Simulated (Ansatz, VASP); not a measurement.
## One calculation of SiBr5, two programs

```
CELL_PARAMETERS angstrom
6.46698 0.00000 0.00000
0.00000 6.46698 0.00000
0.00000 0.00000 6.46698
ATOMIC_POSITIONS crystal
Si 0.00000 0.00000 0.00000
Br 0.80153 0.80153 0.19847
Br 0.80153 0.19847 0.80153
Br 0.19847 0.80153 0.80153
Br 0.19847 0.19847 0.19847
Br 0.50000 0.50000 0.50000
```

Alike in both runs: functional PBE; k mesh 6 × 6 × 6; occupations gaussian, width 0.1 eV; no spin polarisation.

Ansatz relaxed the structure, and its values are those at the end. VASP's run is a single point on that final structure, the one shown.

|  | VASP | Ansatz |
| --- | --- | --- |
| version | VASP 6.6.1 | Ansatz 0.2.0 |
| potentials or method | VASP PAW PBE potentials, release 64 (Si, Br), cutoff 520 eV | scalar-relativistic, plane waves, PAW |
| valence electrons in the cell | 39 | 39 |

```tsv
	VASP	Ansatz	Ansatz less VASP
gap on the k mesh at the Fermi level (eV)	none	none	-
pressure (GPa)	0.0	0.0	0.00
```

A gap of «none» marks a metal or a gap that the smearing closes.
